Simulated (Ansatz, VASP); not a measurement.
ZnCd3Se3S in VASP and in Ansatz

The input INCAR:

```
PREC = Accurate ; ENCUT = 600
EDIFF = 1E-6 ; ISMEAR = 0
SIGMA = 0.1 ; LREAL = False
LASPH = True ; NELM = 60
ALGO = Normal ; ISIF = 3
LWAVE = False ; LCHARG = False
GGA = PE ; IBRION = 2
NSW = 80 ; EDIFFG = -0.025
```

KPOINTS

```
regular mesh
0
Gamma
  4 4 1
```

File POSCAR:

```
ZnCd3Se3S
1.0
    4.1766739175     -0.0217393757      0.0312826557
   -0.0218741239      4.1761477055      0.0148447142
    0.0897253939      0.0423155509     12.1768959289
Zn Cd Se S
1 3 3 1
Direct
    0.0125869206      0.0079624934      1.0045564788
   -0.0315126834     -0.0418364385      0.5056095553
    0.4939008199      0.5282594295      0.2395093260
    0.4329509622      0.5396034460      0.7666534931
    0.0328623049      0.4828435292      0.6331806457
    0.5610532548     -0.0058520273      0.3729251531
   -0.0145359648      0.4832369604      0.0965597099
    0.5126943858      0.0057826073      0.8810056380
```

Input for Ansatz:

```yaml
crystal:
  lattice:
    - [4.1766739175, -0.0217393757, 0.0312826557]
    - [-0.0218741239, 4.1761477055, 0.0148447142]
    - [0.0897253939, 0.0423155509, 12.1768959289]
  atoms:
    - { symbol: Zn, position: [0.0125869206, 0.0079624934, 1.0045564788] }
    - { symbol: Cd, position: [-0.0315126834, -0.0418364385, 0.5056095553] }
    - { symbol: Cd, position: [0.4939008199, 0.5282594295, 0.239509326] }
    - { symbol: Cd, position: [0.4329509622, 0.539603446, 0.7666534931] }
    - { symbol: Se, position: [0.0328623049, 0.4828435292, 0.6331806457] }
    - { symbol: Se, position: [0.5610532548, -0.0058520273, 0.3729251531] }
    - { symbol: Se, position: [-0.0145359648, 0.4832369604, 0.0965597099] }
    - { symbol: S, position: [0.5126943858, 0.0057826073, 0.881005638] }
basis:
  ecutwfc: 420
kpoints:
  mp_grid: { grid: [4, 4, 1] }
hamiltonian:
  xc: pbe
scf:
  occupations: { method: gaussian, width: 0.1 }
  lower_state_search: "off"
output:
  forces: true
  stress: true
  eigenvalues: true
relax:
  adjacent_minimum: "off"
  f_tol: 0.025
  max_steps: 60
  cell: { stress_tol: 0.25 }
```

Change from the starting cell: cell x1, atoms moved at random (sigma 0.15 Å) and cell strained at random (1.5 %), then relaxed without symmetry.

Alike in both runs: task relaxation of cell and atoms; functional PBE; k mesh 4 × 4 × 1; occupations gaussian, width 0.1 eV; no spin polarisation.

```csv
,VASP,Ansatz
version,VASP 6.6.1,Ansatz 0.2.0
potentials or method,"VASP PAW PBE potentials, release 64 (Zn, Cd, Se, S), cutoff 600 eV","scalar-relativistic, plane waves, PAW"
valence electrons in the cell,72,126
```

VASP gave:

* gap on the k mesh at the Fermi level, each at its own relaxed structure (eV): 0.64
* relaxed volume (Å³/atom): 27.22
* relaxed cell length with the largest relative difference (Å): 4.269

Question: Which values does Ansatz return?

Answer: gap on the k mesh at the Fermi level, each at its own relaxed structure (eV): 0.65; relaxed volume (Å³/atom): 27.12; relaxed cell length with the largest relative difference (Å): 4.258.

VASP's potentials hold 72 valence electrons a cell and Ansatz's 126, so a difference there can come from the potentials and not from the codes.

The k mesh is coarse, so the values compare programs but aren't converged.
